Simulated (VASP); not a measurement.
# ZrC (Fm-3m) in VASP: a series of runs

ZrC is run at these levels: PBE+D3(BJ); tasks: single point, relaxation of cell and atoms.

Program: VASP 6.6.1. These are calculated values, not measurements. Logs are shortened: lines on timing, memory, paths and dates and some standing lists are left out, and cuts for length are marked.

### 1 The cell of the first run

Symmetry: Fm-3m, No. 225, cubic system. The conventional cell has a = 4.713 Å, b = 4.713 Å, c = 4.713 Å, α = 90.00°, β = 90.00°, γ = 90.00°. Zr (site symmetry m-3m) has 6 C at 2.36 Å within 3.1 Å. C (site symmetry m-3m) has 6 Zr at 2.36 Å within 3.1 Å.

### 2 Single point, PBE+D3(BJ)

The input, INCAR:

```
PREC = Accurate
ENCUT = 600
EDIFF = 1E-6
ISMEAR = 0
SIGMA = 0.1
LREAL = False
LASPH = True
NELM = 120
ALGO = Normal
ISIF = 2
LWAVE = False
LCHARG = False
GGA = PE
IVDW = 12
NBANDS = 15
GGA_COMPAT = False
```

The input, KPOINTS:

```
Automatic mesh
0
Gamma
  6 6 6
```

The input, POSCAR:

```
ZrC
1.0
    0.0000000000      2.3564331500      2.3564331500
    2.3564331500      0.0000000000      2.3564331500
    2.3564331500      2.3564331500      0.0000000000
Zr C
1 1
Direct
    0.0000000000      0.0000000000      0.0000000000
    0.5000000000      0.5000000000      0.5000000000
```

Potentials or basis: VASP PAW PBE potentials, release 64 (Zr_sv, C).

Launch:

```
> cat potpaw_PBE.64/Zr_sv/POTCAR potpaw_PBE.64/C/POTCAR > POTCAR
> mpirun -np 1 vasp_std > vasp.out
```

OUTCAR:

```text
PREC = Accurate
   ENCUT = 600
   EDIFF = 1E-6
   ISMEAR = 0
   LREAL = False
   LASPH = True
   NELM = 120
   ISIF = 2
   GGA = PE
   IVDW = 12
 IVDW          = 12

 ion  position               nearest neighbor table
   1  0.000  0.000  0.000-   2 2.36   2 2.36   2 2.36   2 2.36   2 2.36   2 2.36
   2  0.500  0.500  0.500-   1 2.36   1 2.36   1 2.36   1 2.36   1 2.36   1 2.36

  LATTYP: Found a face centered cubic cell.
 ALAT       =     4.7128663000

  Lattice vectors:

 A1 = (   0.0000000000,   2.3564331500,   2.3564331500)
 A2 = (   2.3564331500,   0.0000000000,   2.3564331500)
 A3 = (   2.3564331500,   2.3564331500,   0.0000000000)

Analysis of symmetry for initial positions (statically):
=====================================================================
 Subroutine PRICEL returns:
 Original cell was already a primitive cell.

 Routine SETGRP: Setting up the symmetry group for a
 face centered cubic supercell.

 Subroutine GETGRP returns: Found 48 space group operations
 (whereof 48 operations were pure point group operations)
 out of a pool of 48 trial point group operations.

The static configuration has the point symmetry O_h .

Analysis of symmetry for dynamics (positions and initial velocities):
=====================================================================
 Subroutine PRICEL returns:
 Original cell was already a primitive cell.

 Routine SETGRP: Setting up the symmetry group for a
 face centered cubic supercell.

 Subroutine GETGRP returns: Found 48 space group operations
 (whereof 48 operations were pure point group operations)
 out of a pool of 48 trial point group operations.

The dynamic configuration has the point symmetry O_h .

 Subroutine INISYM returns: Found 48 space group operations
 (whereof 48 operations are pure point group operations),
 and found     1 'primitive' translations

----------------------------------------------------------------------------------------

                                     Primitive cell

  volume of cell :      26.1695

  direct lattice vectors                    reciprocal lattice vectors
     0.000000000  2.356433150  2.356433150    -0.212185098  0.212185098  0.212185098
     2.356433150  0.000000000  2.356433150     0.212185098 -0.212185098  0.212185098
     2.356433150  2.356433150  0.000000000     0.212185098  0.212185098 -0.212185098

  length of vectors
     3.332499720  3.332499720  3.332499720     0.367515371  0.367515371  0.367515371

  position of ions in fractional coordinates (direct lattice)
     0.000000000  0.000000000  0.000000000
     0.500000000  0.500000000  0.500000000

  ion indices of the primitive-cell ions
   primitive index   ion index
                 1           1
                 2           2

----------------------------------------------------------------------------------------

 KPOINTS: Automatic mesh

Automatic generation of k-mesh.
 Grid dimensions read from file:
 generate k-points for:    6    6    6

 Generating k-lattice:

  Cartesian coordinates                     Fractional coordinates (reciprocal lattice)
    -0.035364183  0.035364183  0.035364183     0.166666667  0.000000000  0.000000000
     0.035364183 -0.035364183  0.035364183     0.000000000  0.166666667  0.000000000
     0.035364183  0.035364183 -0.035364183     0.000000000  0.000000000  0.166666667

  Length of vectors
     0.061252562  0.061252562  0.061252562

  Shift w.r.t. Gamma in fractional coordinates (k-lattice)
     0.000000000  0.000000000  0.000000000

 Subroutine IBZKPT returns following result:
 ===========================================

 Found     16 irreducible k-points:

 Following reciprocal coordinates:
            Coordinates               Weight
  0.000000  0.000000  0.000000      1.000000
  0.166667  0.000000  0.000000      8.000000
  0.333333  0.000000  0.000000      8.000000
  0.500000  0.000000  0.000000      4.000000
  0.166667  0.166667  0.000000      6.000000
  0.333333  0.166667  0.000000     24.000000
[... 8 lines left out ...]
 -0.333333  0.333333  0.166667     24.000000
 -0.333333  0.500000  0.166667     12.000000
   k-points           NKPTS =     16   k-points in BZ     NKDIM =     16   number of bands    NBANDS=     15
   number of dos      NEDOS =    301   number of ions     NIONS =      2
   total plane-waves  NPLWV =  21952
   dimension x,y,z NGX =    28 NGY =   28 NGZ =   28
   dimension x,y,z NGXF=    56 NGYF=   56 NGZF=   56
   ions per type =               1   1
   NGX,Y,Z   is equivalent  to a cutoff of  13.97, 13.97, 13.97 a.u.
   NGXF,Y,Z  is equivalent  to a cutoff of  27.94, 27.94, 27.94 a.u.
 SYSTEM =  unknown system
   PREC   = accura    normal or accurate (medium, high low for compatibility)
   ISTART =      0    job   : 0-new  1-cont  2-samecut
   ICHARG =      2    charge: 1-file 2-atom 10-const
   ISPIN  =      1    spin polarized calculation?
   LNONCOLLINEAR =      F non collinear calculations
   LSORBIT =      F    spin-orbit coupling
   LASPH  =      T    aspherical Exc in radial PAW
   ENCUT  =  600.0 eV  44.10 Ry    6.64 a.u.   6.66  6.66  6.66*2*pi/ulx,y,z
   NELM   =    120;   NELMIN=  2; NELMDL= -5     # of ELM steps
   EDIFF  = 0.1E-05   stopping-criterion for ELM
   LREAL  =      F    real-space projection
   EDIFFG = 0.1E-04   stopping-criterion for IOM
   NSW    =      0    number of steps for IOM
   IBRION =     -1    ionic relax: 0-MD 1-quasi-New 2-CG
   NFREE  =      0    steps in history (QN), initial steepest desc. (CG)
   ISIF   =      2    stress and relaxation
   ISYM   =      2    0-nonsym 1-usesym 2-fastsym
   POTIM  = 0.5000    time-step for ionic-motion
   TEBEG  =    0.0;   TEEND  =   0.0 temperature during run
   PSTRESS=    0.0 pullay stress
   NELECT =      16.0000    total number of electrons
   NUPDOWN=      -1.0000    fix difference up-down
   EMIN   =  10.00;   EMAX   =-10.00  energy-range for DOS
   EFERMI =   0.00;   METHOD = LEGACY
   ISMEAR =     0;   SIGMA  =   0.10  broadening in eV -4-tet -1-fermi 0-gaus
   EFERMI_NEDOS =   21; number of points for ismear=-14 and -15
   IALGO  =     38    algorithm
   IMIX   =      4    mixing-type and parameters
     AMIX     =   0.40;   BMIX     =  1.00
     AMIX_MAG =   1.60;   BMIX_MAG =  1.00
  volume/ion in A,a.u.               =      13.08        88.30
  Fermi-wavevector in a.u.,A,eV,Ry     =   1.389472  2.625721 26.267837  1.930632
  Thomas-Fermi vector in A             =   2.513499
   LORBIT       =      0    0 simple, 1 ext, 2 COOP (PROOUT), +10 PAW based schemes
   GGA     = PE    functional components
   LHFCALC =     F    Hartree Fock is set to
   AEXX    =    0.0000 exact exchange contribution
   IVDW    =    12    specifies the selected vdW correction
   LEPSILON=     F    determine dielectric tensor
   LRPA    =     F    only Hartree local field effects (RPA)
 non-spin polarized calculation
 Gauss-broadening in eV      SIGMA  =   0.10
  energy-cutoff  :      600.00
  volume of cell :       26.17
 maximum number of plane-waves:       893
 NGX is ok and might be reduce to    28
   NGX = 13   NGY = 13   NGZ = 13

 number of electron      16.0000000 magnetization

 Free energy of the ion-electron system (eV)
  ---------------------------------------------------
  ext. energy  EPLUGINS =         0.00000000
  ---------------------------------------------------
  free energy    TOTEN  =       -19.45349752 eV

  energy without entropy =      -19.45285164  energy(sigma->0) =      -19.45317458

 E-fermi :   9.4518     XC(G=0): -12.0927

 val. band max:        9.2909739984   @ k =   0.1667   0.1667   0.0000
 cond. band min:       9.5832110037   @ k =   0.5000   0.5000   0.0000
 fundamental gap:      0.2922370054
 Fermi energy:         9.4518394082

 k-point     1 :       0.0000    0.0000    0.0000
  band No.  band energies     occupation
      1     -38.6196      2.00000
      2     -16.3351      2.00000
      3     -16.3351      2.00000
      4     -16.3351      2.00000
      5      -1.7486      2.00000
      6      10.4669      0.00000
      7      10.4669      0.00000
      8      10.4669      0.00000
      9      10.6105      0.00000
     10      10.6105      0.00000
     11      10.6105      0.00000
     12      12.3092      0.00000
     13      12.3092      0.00000
     14      16.7464      0.00000
     15      19.9710      0.00000

 k-point     2 :       0.1667    0.0000    0.0000
  band No.  band energies     occupation
      1     -38.5953      2.00000
      2     -16.5543      2.00000
      3     -16.3546      2.00000
      4     -16.3546      2.00000
      5      -1.1544      2.00000
      6       8.1121      2.00000
      7       8.6494      2.00000
      8       8.6494      2.00000
      9      11.3714      0.00000
     10      11.3714      0.00000
     11      11.7997      0.00000
     12      14.6277      0.00000
     13      14.6277      0.00000
     14      17.8656      0.00000
     15      21.4685      0.00000

 k-point     3 :       0.3333    0.0000    0.0000
  band No.  band energies     occupation
      1     -38.5464      2.00000
      2     -16.9672      2.00000
      3     -16.3932      2.00000
      4     -16.3932      2.00000
      5       0.2501      2.00000
      6       5.6122      2.00000
      7       7.1449      2.00000
      8       7.1449      2.00000
      9      12.8968      0.00000
     10      12.8968      0.00000
     11      12.9879      0.00000
     12      17.7900      0.00000
     13      17.7900      0.00000
     14      18.2284      0.00000
     15      23.3078      0.00000

 k-point     4 :       0.5000    0.0000    0.0000
  band No.  band energies     occupation
      1     -38.5217      2.00000
      2     -17.1628      2.00000
      3     -16.4122      2.00000
      4     -16.4122      2.00000
      5       1.2875      2.00000
      6       4.2606      2.00000
      7       6.6223      2.00000
      8       6.6223      2.00000
      9      13.9771      0.00000
     10      13.9771      0.00000
     11      14.8060      0.00000
     12      16.0178      0.00000
     13      19.5667      0.00000
     14      19.5667      0.00000
     15      22.4120      0.00000
[... 163 lines left out ...]
 k-point    14 :       0.5000    0.3333    0.1667
  band No.  band energies     occupation
      1     -38.5140      2.00000
      2     -16.9309      2.00000
      3     -16.6438      2.00000
      4     -16.4905      2.00000
      5       0.1905      2.00000
      6       5.8876      2.00000
      7       7.4038      2.00000
      8       7.4927      2.00000
      9      11.3817      0.00000
     10      14.3124      0.00000
     11      14.6980      0.00000
     12      15.4044      0.00000
     13      18.0910      0.00000
     14      20.6700      0.00000
     15      22.8190      0.00000

 k-point    15 :      -0.3333    0.3333    0.1667
  band No.  band energies     occupation
      1     -38.4976      2.00000
      2     -16.9538      2.00000
      3     -16.7298      2.00000
      4     -16.5382      2.00000
      5       0.3579      2.00000
      6       5.9088      2.00000
      7       7.1276      2.00000
      8       7.3606      2.00000
      9      12.7561      0.00000
     10      12.9248      0.00000
     11      14.9334      0.00000
     12      17.0530      0.00000
     13      17.4353      0.00000
     14      21.0005      0.00000
     15      23.1297      0.00000

 k-point    16 :      -0.3333    0.5000    0.1667
  band No.  band energies     occupation
      1     -38.4895      2.00000
      2     -16.9393      2.00000
      3     -16.7220      2.00000
      4     -16.6270      2.00000
      5      -0.0927      2.00000
      6       7.2641      2.00000
      7       7.2763      2.00000
      8       7.4666      2.00000
      9      11.3611      0.00000
     10      14.0792      0.00000
     11      15.1314      0.00000
     12      15.7287      0.00000
     13      17.0598      0.00000
     14      21.8223      0.00000
     15      21.9560      0.00000

------------------------ aborting loop because EDIFF is reached ----------------------------------------

 Edisp (eV)   -0.79280

 E8    (eV) :    -0.3666

  FORCE on cell =-STRESS in cart. coord.  units (eV):
  Direction    XX          YY          ZZ          XY          YZ          ZX
  --------------------------------------------------------------------------------------
  -------------------------------------------------------------------------------------
  Total      -0.88029    -0.88029    -0.88029     0.00000     0.00000    -0.00000
  in kB     -53.89436   -53.89436   -53.89436     0.00000     0.00000    -0.00000
  external pressure =      -53.89 kB  Pullay stress =        0.00 kB

 VOLUME and BASIS-vectors are now :
 -----------------------------------------------------------------------------
  energy-cutoff  :      600.00
  volume of cell :       26.17
      direct lattice vectors                 reciprocal lattice vectors
     0.000000000  2.356433150  2.356433150    -0.212185098  0.212185098  0.212185098
     2.356433150  0.000000000  2.356433150     0.212185098 -0.212185098  0.212185098
     2.356433150  2.356433150  0.000000000     0.212185098  0.212185098 -0.212185098

 POSITION                                       TOTAL-FORCE (eV/Angst)
 -----------------------------------------------------------------------------------
      0.00000      0.00000      0.00000         0.000000      0.000000      0.000000
      2.35643      2.35643      2.35643        -0.000000     -0.000000     -0.000000
 -----------------------------------------------------------------------------------
    total drift:                                0.000000      0.000000      0.000000

  FREE ENERGIE OF THE ION-ELECTRON SYSTEM (eV)
  ---------------------------------------------------
  free  energy   TOTEN  =       -20.2463004921 eV

  energy  without entropy=      -20.2456546139  energy(sigma->0) =      -20.24597755
```

Run time: 11 s. Hardware: 1 thread of Intel Xeon 6975P-C, shared host; peak memory 0.17 GiB.

What came out:

| Property | Result |
| --- | --- |
| Free energy | -20.2463 eV |
| Pressure | -5.4 GPa |
| Band gap on the k mesh | zero (band 8 reaches 10.47 eV, above the bottom of band 9 at 9.27 eV) |
| Dispersion energy per atom | -0.396 eV |

Levels at points of the mesh, in eV from the Fermi level:
```csv
k point,band 5,band 6,band 7,band 8,band 9,band 10,band 11,band 12
"(0.00, 0.00, 0.00)",-11.20,1.02,1.02,1.02,1.16,1.16,1.16,2.86
"(0.50, 0.00, 0.00)",-8.16,-5.19,-2.83,-2.83,4.53,4.53,5.35,6.57
"(0.50, 0.50, 0.00)",-10.03,-2.00,-1.67,0.13,0.13,4.48,5.67,5.67
```

Caveat: the k points lie up to 0.38 Å⁻¹ apart; pairwise dispersion overbinds metals, which lowers pressure and volume.

[end of part 1 of 2]
